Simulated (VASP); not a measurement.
# BN (Qingsongite) (F-43m) in VASP: settings compared, part 2 of 2

VASP 6.6.1.

### Step 3. G0W0 quasiparticle levels, r2SCAN

The input, POSCAR:

```
BN
1.0
    0.0000000000      1.8048245542      1.8048245542
    1.8048245542      0.0000000000      1.8048245542
    1.8048245542      1.8048245542      0.0000000000
B N
1 1
Direct
    0.0000000000      0.0000000000      0.0000000000
    0.2500000000      0.2500000000      0.2500000000
```

The input, INCAR.step1:

```
PREC = Accurate
ENCUT = 500
EDIFF = 1E-8
ISMEAR = 0
SIGMA = 0.01
LREAL = F
LASPH = T
NELM = 100
ALGO = Normal
LWAVE = T
LCHARG = F
METAGGA = R2SCAN
LMIXTAU = T
```

The input, INCAR.step2:

```
PREC = Accurate
ENCUT = 500
EDIFF = 1E-8
ISMEAR = 0
SIGMA = 0.01
LREAL = F
LASPH = T
NELM = 1
ALGO = Exact
LWAVE = T
LCHARG = F
METAGGA = R2SCAN
LMIXTAU = T
NBANDS = 48
LOPTICS = T
ISTART = 1
```

The input, INCAR.step3:

```
PREC = Accurate
ENCUT = 500
EDIFF = 1E-8
ISMEAR = 0
SIGMA = 0.01
LREAL = F
LASPH = T
ALGO = EVGW0
LWAVE = F
LCHARG = F
METAGGA = R2SCAN
LMIXTAU = T
NELMGW = 1
NBANDS = 48
ENCUTGW = 140.0
NOMEGA = 48
PRECFOCK = Fast
ISTART = 1
NBANDSGW = 12
```

The input, KPOINTS:

```
regular mesh
0
Gamma
  6 6 6
```

Potentials or basis: VASP PAW PBE potentials, release 64 (B_GW, N_GW).

Launch:

```console
$ cat potpaw_PBE.64/B_GW/POTCAR potpaw_PBE.64/N_GW/POTCAR > POTCAR
$ cp INCAR.step1 INCAR
$ mpirun -np 1 vasp_std > vasp.out
$ cp INCAR.step2 INCAR
$ mpirun -np 1 vasp_std > vasp.out
$ cp INCAR.step3 INCAR
$ mpirun -np 1 vasp_std > vasp.out
```

OUTCAR:

```text
PREC = Accurate
   ENCUT = 500
   EDIFF = 1E-8
   ISMEAR = 0
   LREAL = F
   LASPH = T
   METAGGA = R2SCAN
   NELMGW = 1
   ENCUTGW = 140.0
   PRECFOCK = Fast
   ISTART = 1

 ion  position               nearest neighbor table
   1  0.000  0.000  0.000-   2 1.56   2 1.56   2 1.56   2 1.56
   2  0.250  0.250  0.250-   1 1.56   1 1.56   1 1.56   1 1.56

  LATTYP: Found a face centered cubic cell.
 ALAT       =     3.6096491084

  Lattice vectors:

 A1 = (   0.0000000000,   1.8048245542,   1.8048245542)
 A2 = (   1.8048245542,   0.0000000000,   1.8048245542)
 A3 = (   1.8048245542,   1.8048245542,   0.0000000000)

Analysis of symmetry for initial positions (statically):
=====================================================================
 Subroutine PRICEL returns:
 Original cell was already a primitive cell.

[... 155 lines left out ...]
   NELMGW              =     1    number of iterations in solving QP/BSE equation
   NELMHF              =     1    number of iterations in the inner HF iteration
   NKREDLFX            =     1    NKREDLFY  =   1   NKREDLFZ  =   1
 non-spin polarized calculation
 Gauss-broadening in eV      SIGMA  =   0.01
  energy-cutoff  :      500.00
  volume of cell :       11.76
 maximum number of plane-waves:       310
 NGX is ok and might be reduce to    20
  NGX = 12; NGY = 12; NGZ = 12
   NGX =  9   NGY =  9   NGZ =  9
 maximum number of plane-waves:        59

 QP shifts <psi_nk| G(iteration)W_0 |psi_nk>: iteration 1
 for sc-GW calculations column KS-energies equals QP-energies in previous step
 and V_xc(KS)=  KS-energies - (<T + V_ion + V_H > + <T+V_H+V_ion>^1  + <V_x>^1)

 k-point   1 :       0.0000    0.0000    0.0000
  band No.  KS-energies  QP-energies   sigma(KS)   V_xc(KS)     V^pw_x(r,r')   Z            occupation Imag(sigma)

      1     -14.0151     -15.0853     -18.2456     -16.8929     -26.6638       0.7911       2.0000       1.4464
      2       7.3544       6.7690     -19.2403     -18.5395     -21.9884       0.8353       2.0000       0.0825
      3       7.3544       6.7690     -19.2403     -18.5395     -21.9884       0.8353       2.0000       0.0825
      4       7.3544       6.7690     -19.2403     -18.5395     -21.9884       0.8353       2.0000       0.0825
      5      16.9083      17.9185     -11.9348     -13.1343      -6.9540       0.8422       0.0000      -0.1027
      6      16.9083      17.9185     -11.9348     -13.1343      -6.9540       0.8422       0.0000      -0.1027
      7      16.9083      17.9185     -11.9348     -13.1343      -6.9540       0.8422       0.0000      -0.1027
      8      18.4733      19.4388     -13.7155     -14.8841      -8.3059       0.8262       0.0000      -0.1257
      9      33.5832      33.2485     -10.5119     -10.0951      -3.2475       0.8029       0.0000      -0.5736
     10      36.2340      36.9520     -11.6414     -12.4907      -5.4986       0.8454       0.0000      -0.5376
     11      36.2340      36.9520     -11.6414     -12.4907      -5.4986       0.8454       0.0000      -0.5376
     12      37.2797      37.0943      -9.9800      -9.7630      -3.0260       0.8545       0.0000      -0.9936
[... 228 lines left out ...]
      1      -8.0440      -8.7342     -19.6460     -18.7374     -27.0562       0.7595       2.0000       0.6786
      2      -1.2691      -2.4686     -17.5884     -16.0777     -22.1695       0.7940       2.0000       0.1839
      3       0.8716      -0.1854     -17.5875     -16.2835     -21.5020       0.8106       2.0000       0.1375
      4       0.9761      -0.0745     -17.0713     -15.7810     -20.7471       0.8142       2.0000       0.1296
      5      15.7968      16.5568     -12.4085     -13.3089      -7.7171       0.8440       0.0000      -0.0993
      6      20.1584      20.9819     -11.9925     -12.9743      -6.6825       0.8388       0.0000      -0.1202
      7      23.5939      24.6094     -12.9033     -14.1683      -6.3751       0.8027       0.0000      -0.2026
      8      25.3770      26.4487     -13.1356     -14.4805      -6.4425       0.7969       0.0000      -0.2261
      9      28.3789      29.2989     -13.8808     -15.0528      -6.7595       0.7851       0.0000      -0.3209
     10      34.9217      35.4271     -11.7925     -12.4192      -4.2337       0.8065       0.0000      -0.7221
     11      39.1540      39.2914     -11.4181     -11.5830      -4.2206       0.8329       0.0000      -0.9529
     12      42.4029      42.7035     -11.1874     -11.5501      -3.9127       0.8286       0.0000      -1.0422
```

OUTCAR.step1:

```text
PREC = Accurate
   ENCUT = 500
   EDIFF = 1E-8
   ISMEAR = 0
   LREAL = F
   LASPH = T
[... 385 lines left out ...]
 -----------------------------------------------------------------------------------
      0.00000      0.00000      0.00000        -0.000000     -0.000000      0.000000
      0.90241      0.90241      0.90241         0.000000      0.000000     -0.000000
 -----------------------------------------------------------------------------------
    total drift:                                0.000001      0.000001      0.000001

  FREE ENERGIE OF THE ION-ELECTRON SYSTEM (eV)
  ---------------------------------------------------
  free  energy   TOTEN  =       -19.1547899617 eV

  energy  without entropy=      -19.1547899617  energy(sigma->0) =      -19.15478996
```

OUTCAR.step2:

```text
PREC = Accurate
   ENCUT = 500
   EDIFF = 1E-8
   ISMEAR = 0
   LREAL = F
[... 849 lines left out ...]
     0.00000     4.49797     4.49797     4.49797    -0.00000    -0.00000     0.00000
     1.88243     4.57029     4.57029     4.57029    -0.00000    -0.00000     0.00000
     3.76487     4.81270     4.81270     4.81270    -0.00000    -0.00000     0.00000
     5.64730     5.31888     5.31888     5.31888    -0.00000    -0.00000     0.00000
     7.52974     6.40246     6.40246     6.40246    -0.00000    -0.00000     0.00000
     9.41217    10.59447    10.59447    10.59447    -0.00000    -0.00000     0.00000
[... 92 lines left out ...]
   184.47861     0.97066     0.97066     0.97066     0.00000     0.00000    -0.00000
   186.36104     0.97129     0.97129     0.97129     0.00000     0.00000    -0.00000
```

Wall time 84 s (1 thread of Intel Xeon Platinum 8259CL at 2.50GHz (Skylake/Cascade Lake), shared host); peak memory 0.21 GiB.

What came out:

- Band gap on the k mesh, mean-field level: 4.99 eV, indirect (least direct gap 9.55 eV)
- Quasiparticle gap: 6.12 eV
- Least direct quasiparticle gap: 11.15 eV

Caveat: the k points lie up to 0.50 Å⁻¹ apart; bands, screening cutoff and mesh are small and nothing is extrapolated, so the quasiparticle values aren't converged. A k mesh can miss the band edges.
